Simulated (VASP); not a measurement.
Wanted: the native input for a VASP 6.6.1 run.

```
Task                   : single point
Functional             : PBEsol
Potentials or basis    : VASP PAW PBE potentials, release 64 (B)
Cutoff                 : 520 eV
k mesh                 : 21 × 21 × 11
Occupations            : fermi-dirac, width 0.08 eV
Spin                   : no spin polarisation
Dipole correction      : no
Further INCAR settings : ALGO = Normal; EDIFF = 1e-06; NBANDS = 10
```

The structure of B lies in POSCAR:

```
B
1.0
    1.7070938625      0.0000000000      0.0000000000
   -0.8535469312      1.4783866516      0.0000000000
    0.0000000000      0.0000000000      7.0421558887
B
2
Direct
    0.3333333333      0.6666666667      0.2500000000
    0.6666666667      0.3333333333      0.7500000000
```

These files were run (other wordings do the same):

INCAR

```
PREC = Accurate
ENCUT = 520
EDIFF = 1E-6
ISMEAR = -1
SIGMA = 0.08
LREAL = False
LASPH = True
NELM = 60
ALGO = Normal
ISIF = 2
LWAVE = False
LCHARG = False
GGA = PS
NBANDS = 10
```

KPOINTS

```
Automatic mesh
0
Gamma
  21 21 11
```

Potentials or basis: VASP PAW PBE potentials, release 64 (B).

Run with:

```bash
$ cat potpaw_PBE.64/B/POTCAR > POTCAR
$ mpirun -np 1 vasp_std > vasp.out
```

It gave:

- Pressure: 0.2 GPa
- Band gap on the k mesh: zero (band 3 reaches 8.55 eV, above the bottom of band 4 at -2.16 eV)

Caveat: the PAW data sets were made with another functional, which shifts forces and pressure a little; this functional lacks dispersion, which binds the layers, so the pressure and a relaxed spacing across them are unreliable.

Wall time 53 s on 1 thread of Intel Xeon 8259CL (shared host), peak memory 0.16 GiB.
